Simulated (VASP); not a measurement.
# BeS (ha.bB) (F-43m) in VASP: notebook

Runs on BeS (ha.bB). Level: PBE. Tasks: single point.

All numbers are computed with VASP 6.6.1; they aren't measurements. Logs are shortened: lines on timing, memory, paths and dates and some standing lists are left out, and cuts for length are marked.

### Step 1. The cell of the first run

The structure is cubic, space group F-43m (No. 216). The conventional cell has a = 4.876 Å, b = 4.876 Å, c = 4.876 Å, α = 90.00°, β = 90.00°, γ = 90.00°. Within 2.8 Å of Be (site symmetry -43m) lie 4 S at 2.11 Å. Within 2.8 Å of S (site symmetry -43m) lie 4 Be at 2.11 Å.

### Step 2. Single point, PBE

The input, INCAR:

```
PREC     = Accurate       # precision mode
ENCUT    = 600            # plane-wave cutoff, eV
EDIFF    = 1E-6           # SCF threshold, eV
ISMEAR   = 0              # smearing method
SIGMA    = 0.02           # smearing width, eV
LREAL    = F              # projectors in reciprocal space
LASPH    = T              # aspherical terms in the spheres
NELM     = 120            # most SCF steps
ALGO     = Normal         # electronic algorithm
ISIF     = 2              # what is computed and relaxed
LWAVE    = F              # write WAVECAR
LCHARG   = T              # write CHGCAR
GGA      = PE             # functional
LELF     = T              # ELF
LVHAR    = T            
NBANDS   = 11             # bands
GGA_COMPAT= F
```

The input, KPOINTS:

```
regular mesh
0
Gamma
  8 8 8
```

The input, POSCAR:

```
BeS
1.0
    0.0000000000      2.4378857738      2.4378857738
    2.4378857738      0.0000000000      2.4378857738
    2.4378857738      2.4378857738      0.0000000000
Be S
1 1
Direct
    0.0000000000      0.0000000000      0.0000000000
    0.2500000000      0.2500000000      0.2500000000
```

Potentials or basis: VASP PAW PBE potentials, release 64 (Be, S).

Launch:

```bash
cat potpaw_PBE.64/Be/POTCAR potpaw_PBE.64/S/POTCAR > POTCAR
mpirun -np 1 vasp_std > vasp.out
```

OUTCAR:

```text
PREC = Accurate
   ENCUT = 600
   EDIFF = 1E-6
   ISMEAR = 0
   LREAL = F
   LASPH = T
   NELM = 120
   ISIF = 2
   GGA = PE

 ion  position               nearest neighbor table
   1  0.000  0.000  0.000-   2 2.11   2 2.11   2 2.11   2 2.11
   2  0.250  0.250  0.250-   1 2.11   1 2.11   1 2.11   1 2.11

  LATTYP: Found a face centered cubic cell.
 ALAT       =     4.8757715476

  Lattice vectors:

 A1 = (   0.0000000000,   2.4378857738,   2.4378857738)
 A2 = (   2.4378857738,   0.0000000000,   2.4378857738)
 A3 = (   2.4378857738,   2.4378857738,   0.0000000000)

Analysis of symmetry for initial positions (statically):
=====================================================================
 Subroutine PRICEL returns:
 Original cell was already a primitive cell.

 Routine SETGRP: Setting up the symmetry group for a
 face centered cubic supercell.

 Subroutine GETGRP returns: Found 24 space group operations
 (whereof 24 operations were pure point group operations)
 out of a pool of 48 trial point group operations.

The static configuration has the point symmetry T_d .

Analysis of symmetry for dynamics (positions and initial velocities):
=====================================================================
 Subroutine PRICEL returns:
 Original cell was already a primitive cell.

 Routine SETGRP: Setting up the symmetry group for a
 face centered cubic supercell.

 Subroutine GETGRP returns: Found 24 space group operations
 (whereof 24 operations were pure point group operations)
 out of a pool of 48 trial point group operations.

The dynamic configuration has the point symmetry T_d .

 Subroutine INISYM returns: Found 24 space group operations
 (whereof 24 operations are pure point group operations),
 and found     1 'primitive' translations

----------------------------------------------------------------------------------------

                                     Primitive cell

  volume of cell :      28.9781

  direct lattice vectors                    reciprocal lattice vectors
     0.000000000  2.437885774  2.437885774    -0.205095745  0.205095745  0.205095745
     2.437885774  0.000000000  2.437885774     0.205095745 -0.205095745  0.205095745
     2.437885774  2.437885774  0.000000000     0.205095745  0.205095745 -0.205095745

  length of vectors
     3.447691125  3.447691125  3.447691125     0.355236251  0.355236251  0.355236251

  position of ions in fractional coordinates (direct lattice)
     0.000000000  0.000000000  0.000000000
     0.250000000  0.250000000  0.250000000

  ion indices of the primitive-cell ions
   primitive index   ion index
                 1           1
                 2           2

[... 84 lines left out ...]
   EMIN   =  10.00;   EMAX   =-10.00  energy-range for DOS
   EFERMI =   0.00;   METHOD = LEGACY
   ISMEAR =     0;   SIGMA  =   0.02  broadening in eV -4-tet -1-fermi 0-gaus
   EFERMI_NEDOS =   21; number of points for ismear=-14 and -15
   IALGO  =     38    algorithm
   IMIX   =      4    mixing-type and parameters
     AMIX     =   0.40;   BMIX     =  1.00
     AMIX_MAG =   1.60;   BMIX_MAG =  1.00
  volume/ion in A,a.u.               =      14.49        97.78
  Fermi-wavevector in a.u.,A,eV,Ry     =   1.065978  2.014406 15.460417  1.136309
  Thomas-Fermi vector in A             =   2.201547
   LORBIT       =      0    0 simple, 1 ext, 2 COOP (PROOUT), +10 PAW based schemes
   GGA     = PE    functional components
   LHFCALC =     F    Hartree Fock is set to
   AEXX    =    0.0000 exact exchange contribution
   IVDW    =     0    specifies the selected vdW correction
   LEPSILON=     F    determine dielectric tensor
   LRPA    =     F    only Hartree local field effects (RPA)
 non-spin polarized calculation
 Gauss-broadening in eV      SIGMA  =   0.02
  energy-cutoff  :      600.00
  volume of cell :       28.98
 maximum number of plane-waves:       982
   NGX = 13   NGY = 13   NGZ = 13

 number of electron       7.9999999 magnetization

 Free energy of the ion-electron system (eV)
  ---------------------------------------------------
  ext. energy  EPLUGINS =         0.00000000
  ---------------------------------------------------
  free energy    TOTEN  =       -10.01354618 eV

  energy without entropy =      -10.01354618  energy(sigma->0) =      -10.01354618

 E-fermi :   4.1832     XC(G=0):  -9.6650

 val. band max:        4.0114160571   @ k =   0.0000   0.0000   0.0000
 cond. band min:       7.1574493594   @ k =   0.5000   0.5000   0.0000
 fundamental gap:      3.1460333023
 Fermi energy:         4.1831979963

 k-point     1 :       0.0000    0.0000    0.0000
  band No.  band energies     occupation
      1      -9.5751      2.00000
      2       4.0114      2.00000
      3       4.0114      2.00000
      4       4.0114      2.00000
      5       9.6872      0.00000
      6       9.6872      0.00000
      7       9.6872      0.00000
      8       9.7635      0.00000
      9      16.7938      0.00000
     10      16.7938      0.00000
     11      18.7610      0.00000
[... 309 lines left out ...]
 k-point    24 :      -0.3750    0.2500    0.1250
  band No.  band energies     occupation
      1      -7.7403      2.00000
      2      -1.1485      2.00000
      3       1.2861      2.00000
      4       2.2146      2.00000
      5      10.1182      0.00000
      6      10.5622      0.00000
      7      13.0759      0.00000
      8      14.4567      0.00000
      9      15.4029      0.00000
     10      19.2416      0.00000
     11      19.8658      0.00000

 [... further k-points ...]

------------------------ aborting loop because EDIFF is reached ----------------------------------------

  FORCE on cell =-STRESS in cart. coord.  units (eV):
  Direction    XX          YY          ZZ          XY          YZ          ZX
  --------------------------------------------------------------------------------------
  -------------------------------------------------------------------------------------
  Total        0.0116929      0.0116929      0.0116929     -0.0000000     -0.0000000      0.0000000
  in kB        0.6464896      0.6464896      0.6464896     -0.0000000     -0.0000000      0.0000000
  external PRESSURE =       0.6464896 kB  Pullay stress =       0.0000000 kB

 VOLUME and BASIS-vectors are now :
 -----------------------------------------------------------------------------
  energy-cutoff  :      600.00
  volume of cell :       28.98
      direct lattice vectors                 reciprocal lattice vectors
     0.000000000  2.437885774  2.437885774    -0.205095745  0.205095745  0.205095745
     2.437885774  0.000000000  2.437885774     0.205095745 -0.205095745  0.205095745
     2.437885774  2.437885774  0.000000000     0.205095745  0.205095745 -0.205095745

 POSITION                                       TOTAL-FORCE (eV/Angst)
 -----------------------------------------------------------------------------------
      0.00000      0.00000      0.00000        -0.000000     -0.000000     -0.000000
      1.21894      1.21894      1.21894         0.000000      0.000000      0.000000
 -----------------------------------------------------------------------------------
    total drift:                               -0.000000     -0.000000     -0.000000

  FREE ENERGIE OF THE ION-ELECTRON SYSTEM (eV)
  ---------------------------------------------------
  free  energy   TOTEN  =       -10.0135461842 eV

  energy  without entropy=      -10.0135461842  energy(sigma->0) =      -10.01354618
```

stdout:

```text
POSCAR found type information on POSCAR BeS
 POSCAR found :  2 types and       2 ions
 scaLAPACK will be used
 LDA part: xc-table for (Slater+PW92), standard interpolation
 POSCAR, INCAR and KPOINTS ok, starting setup
 FFT: planning ... GRIDC
 FFT: planning ... GRID_SOFT
 FFT: planning ... GRID
 WAVECAR not read
 entering main loop
```

Wall time 21 s (1 thread of AMD EPYC 7R13, shared host); peak memory 0.12 GiB.

What came out:

```yaml
Free_energy: -10.0135 eV
Pressure: 0.1 GPa
Band_gap_on_the_k_mesh: 3.15 eV, indirect (least direct gap 5.68 eV)
```

### Step 3. Single point, PBE

The input, INCAR:

```
SYSTEM = BeS
PREC     = Accurate       ! precision mode
ENCUT    = 600            ! plane-wave cutoff, eV
EDIFF    = 1E-6           ! SCF threshold, eV
ISMEAR   = 0              ! smearing method
SIGMA    = 0.02           ! smearing width, eV
LREAL    = .False.        ! projectors in reciprocal space
LASPH    = .True.         ! aspherical terms in the spheres
NELM     = 120            ! most SCF steps
ALGO     = Normal         ! electronic algorithm
ISIF     = 2              ! what is computed and relaxed
LWAVE    = .False.        ! write WAVECAR
LCHARG   = .False.        ! write CHGCAR
GGA      = PE             ! functional
NBANDS   = 11             ! bands
GGA_COMPAT= .False.
```

The input, KPOINTS:

```
regular mesh
0
Gamma
  8 8 8
  0 0 0
```

POSCAR is that of step 2.

Potentials or basis: VASP PAW PBE potentials, release 64 (Be, S).

Launch:

```bash
cat potpaw_PBE.64/Be/POTCAR potpaw_PBE.64/S/POTCAR > POTCAR
mpirun -np 1 vasp_std > vasp.out
```

OUTCAR:

```text
SYSTEM = BeS
   PREC = Accurate
   ENCUT = 600
   EDIFF = 1E-6
   ISMEAR = 0
   LREAL = .False.
   LASPH = .True.
   NELM = 120
   ISIF = 2
   GGA = PE

 ion  position               nearest neighbor table
   1  0.000  0.000  0.000-   2 2.11   2 2.11   2 2.11   2 2.11
   2  0.250  0.250  0.250-   1 2.11   1 2.11   1 2.11   1 2.11

  LATTYP: Found a face centered cubic cell.
 ALAT       =     4.8757715476

  Lattice vectors:

 A1 = (   0.0000000000,   2.4378857738,   2.4378857738)
 A2 = (   2.4378857738,   0.0000000000,   2.4378857738)
 A3 = (   2.4378857738,   2.4378857738,   0.0000000000)

Analysis of symmetry for initial positions (statically):
=====================================================================
 Subroutine PRICEL returns:
 Original cell was already a primitive cell.

 Routine SETGRP: Setting up the symmetry group for a
 face centered cubic supercell.

 Subroutine GETGRP returns: Found 24 space group operations
 (whereof 24 operations were pure point group operations)
 out of a pool of 48 trial point group operations.

The static configuration has the point symmetry T_d .

Analysis of symmetry for dynamics (positions and initial velocities):
=====================================================================
 Subroutine PRICEL returns:
 Original cell was already a primitive cell.

 Routine SETGRP: Setting up the symmetry group for a
 face centered cubic supercell.

 Subroutine GETGRP returns: Found 24 space group operations
 (whereof 24 operations were pure point group operations)
 out of a pool of 48 trial point group operations.

The dynamic configuration has the point symmetry T_d .

 Subroutine INISYM returns: Found 24 space group operations
 (whereof 24 operations are pure point group operations),
 and found     1 'primitive' translations

----------------------------------------------------------------------------------------

                                     Primitive cell

  volume of cell :      28.9781

  direct lattice vectors                    reciprocal lattice vectors
     0.000000000  2.437885774  2.437885774    -0.205095745  0.205095745  0.205095745
     2.437885774  0.000000000  2.437885774     0.205095745 -0.205095745  0.205095745
     2.437885774  2.437885774  0.000000000     0.205095745  0.205095745 -0.205095745

  length of vectors
     3.447691125  3.447691125  3.447691125     0.355236251  0.355236251  0.355236251

  position of ions in fractional coordinates (direct lattice)
     0.000000000  0.000000000  0.000000000
     0.250000000  0.250000000  0.250000000

  ion indices of the primitive-cell ions
   primitive index   ion index
                 1           1
                 2           2

----------------------------------------------------------------------------------------

 KPOINTS: regular mesh

Automatic generation of k-mesh.
 Grid dimensions read from file:
 generate k-points for:    8    8    8

 Generating k-lattice:

  Cartesian coordinates                     Fractional coordinates (reciprocal lattice)
    -0.025636968  0.025636968  0.025636968     0.125000000  0.000000000  0.000000000
     0.025636968 -0.025636968  0.025636968     0.000000000  0.125000000  0.000000000
     0.025636968  0.025636968 -0.025636968     0.000000000  0.000000000  0.125000000

  Length of vectors
     0.044404531  0.044404531  0.044404531

  Shift w.r.t. Gamma in fractional coordinates (k-lattice)
     0.000000000  0.000000000  0.000000000

 Subroutine IBZKPT returns following result:
 ===========================================

 Found     29 irreducible k-points:

 Following reciprocal coordinates:
            Coordinates               Weight
  0.000000  0.000000  0.000000      1.000000
  0.125000  0.000000  0.000000      8.000000
  0.250000  0.000000  0.000000      8.000000
  0.375000  0.000000  0.000000      8.000000
  0.500000  0.000000  0.000000      4.000000
  0.125000  0.125000  0.000000      6.000000
[... 16 lines left out ...]
  0.500000  0.250000  0.125000     48.000000
 -0.375000  0.250000  0.125000     24.000000
 [... further k-points ...]
   k-points           NKPTS =     29   k-points in BZ     NKDIM =     29   number of bands    NBANDS=     11
   number of dos      NEDOS =    301   number of ions     NIONS =      2
   total plane-waves  NPLWV =  21952
   dimension x,y,z NGX =    28 NGY =   28 NGZ =   28
   dimension x,y,z NGXF=    56 NGYF=   56 NGZF=   56
   ions per type =               1   1
   NGX,Y,Z   is equivalent  to a cutoff of  13.50, 13.50, 13.50 a.u.
   NGXF,Y,Z  is equivalent  to a cutoff of  27.00, 27.00, 27.00 a.u.
 SYSTEM =  BeS
   PREC   = accura    normal or accurate (medium, high low for compatibility)
   ISTART =      0    job   : 0-new  1-cont  2-samecut
   ICHARG =      2    charge: 1-file 2-atom 10-const
   ISPIN  =      1    spin polarized calculation?
   LNONCOLLINEAR =      F non collinear calculations
   LSORBIT =      F    spin-orbit coupling
   LASPH  =      T    aspherical Exc in radial PAW
   ENCUT  =  600.0 eV  44.10 Ry    6.64 a.u.   6.89  6.89  6.89*2*pi/ulx,y,z
   NELM   =    120;   NELMIN=  2; NELMDL= -5     # of ELM steps
   EDIFF  = 0.1E-05   stopping-criterion for ELM
   LREAL  =      F    real-space projection
   EDIFFG = 0.1E-04   stopping-criterion for IOM
   NSW    =      0    number of steps for IOM
   IBRION =     -1    ionic relax: 0-MD 1-quasi-New 2-CG
   NFREE  =      0    steps in history (QN), initial steepest desc. (CG)
   ISIF   =      2    stress and relaxation
   ISYM   =      2    0-nonsym 1-usesym 2-fastsym
   POTIM  = 0.5000    time-step for ionic-motion
   TEBEG  =    0.0;   TEEND  =   0.0 temperature during run
   PSTRESS=    0.0 pullay stress
   NELECT =       8.0000    total number of electrons
   NUPDOWN=      -1.0000    fix difference up-down
   EMIN   =  10.00;   EMAX   =-10.00  energy-range for DOS
   EFERMI =   0.00;   METHOD = LEGACY
   ISMEAR =     0;   SIGMA  =   0.02  broadening in eV -4-tet -1-fermi 0-gaus
   EFERMI_NEDOS =   21; number of points for ismear=-14 and -15
   IALGO  =     38    algorithm
   IMIX   =      4    mixing-type and parameters
     AMIX     =   0.40;   BMIX     =  1.00
     AMIX_MAG =   1.60;   BMIX_MAG =  1.00
  volume/ion in A,a.u.               =      14.49        97.78
  Fermi-wavevector in a.u.,A,eV,Ry     =   1.065978  2.014406 15.460417  1.136309
  Thomas-Fermi vector in A             =   2.201547
   LORBIT       =      0    0 simple, 1 ext, 2 COOP (PROOUT), +10 PAW based schemes
   GGA     = PE    functional components
   LHFCALC =     F    Hartree Fock is set to
   AEXX    =    0.0000 exact exchange contribution
   IVDW    =     0    specifies the selected vdW correction
   LEPSILON=     F    determine dielectric tensor
   LRPA    =     F    only Hartree local field effects (RPA)
 non-spin polarized calculation
 Gauss-broadening in eV      SIGMA  =   0.02
  energy-cutoff  :      600.00
  volume of cell :       28.98
 maximum number of plane-waves:       982
   NGX = 13   NGY = 13   NGZ = 13

 number of electron       7.9999999 magnetization

 Free energy of the ion-electron system (eV)
  ---------------------------------------------------
  ext. energy  EPLUGINS =         0.00000000
  ---------------------------------------------------
  free energy    TOTEN  =       -10.01354618 eV

  energy without entropy =      -10.01354618  energy(sigma->0) =      -10.01354618

 E-fermi :   4.1832     XC(G=0):  -9.6650

 val. band max:        4.0114160571   @ k =   0.0000   0.0000   0.0000
 cond. band min:       7.1574493594   @ k =   0.5000   0.5000   0.0000
 fundamental gap:      3.1460333023
 Fermi energy:         4.1831979963

 k-point     1 :       0.0000    0.0000    0.0000
  band No.  band energies     occupation
      1      -9.5751      2.00000
      2       4.0114      2.00000
      3       4.0114      2.00000
      4       4.0114      2.00000
      5       9.6872      0.00000
      6       9.6872      0.00000
      7       9.6872      0.00000
      8       9.7635      0.00000
      9      16.7938      0.00000
     10      16.7938      0.00000
     11      18.7610      0.00000
[... 309 lines left out ...]
 k-point    24 :      -0.3750    0.2500    0.1250
  band No.  band energies     occupation
      1      -7.7403      2.00000
      2      -1.1485      2.00000
      3       1.2861      2.00000
      4       2.2146      2.00000
      5      10.1182      0.00000
      6      10.5622      0.00000
      7      13.0759      0.00000
      8      14.4567      0.00000
      9      15.4029      0.00000
     10      19.2416      0.00000
     11      19.8658      0.00000

 [... further k-points ...]
[... 5 lines left out ...]
  --------------------------------------------------------------------------------------
  -------------------------------------------------------------------------------------
  Total        0.0116929      0.0116929      0.0116929     -0.0000000     -0.0000000      0.0000000
  in kB        0.6464896      0.6464896      0.6464896     -0.0000000     -0.0000000      0.0000000
  external PRESSURE =       0.6464896 kB  Pullay stress =       0.0000000 kB

 VOLUME and BASIS-vectors are now :
 -----------------------------------------------------------------------------
  energy-cutoff  :      600.00
  volume of cell :       28.98
      direct lattice vectors                 reciprocal lattice vectors
     0.000000000  2.437885774  2.437885774    -0.205095745  0.205095745  0.205095745
     2.437885774  0.000000000  2.437885774     0.205095745 -0.205095745  0.205095745
     2.437885774  2.437885774  0.000000000     0.205095745  0.205095745 -0.205095745

 POSITION                                       TOTAL-FORCE (eV/Angst)
 -----------------------------------------------------------------------------------
      0.00000      0.00000      0.00000        -0.000000     -0.000000     -0.000000
      1.21894      1.21894      1.21894         0.000000      0.000000      0.000000
 -----------------------------------------------------------------------------------
    total drift:                               -0.000000     -0.000000     -0.000000

  FREE ENERGIE OF THE ION-ELECTRON SYSTEM (eV)
  ---------------------------------------------------
  free  energy   TOTEN  =       -10.0135461842 eV

  energy  without entropy=      -10.0135461842  energy(sigma->0) =      -10.01354618
```

Run time: 22 s. Hardware: 1 thread of AMD EPYC 7R13, shared host; peak memory 0.12 GiB.

Results:

| Item | Value |
| --- | --- |
| Free energy | -10.0135 eV |
| Pressure | 0.1 GPa |
| Band gap on the k mesh | 3.15 eV, indirect (least direct gap 5.68 eV) |
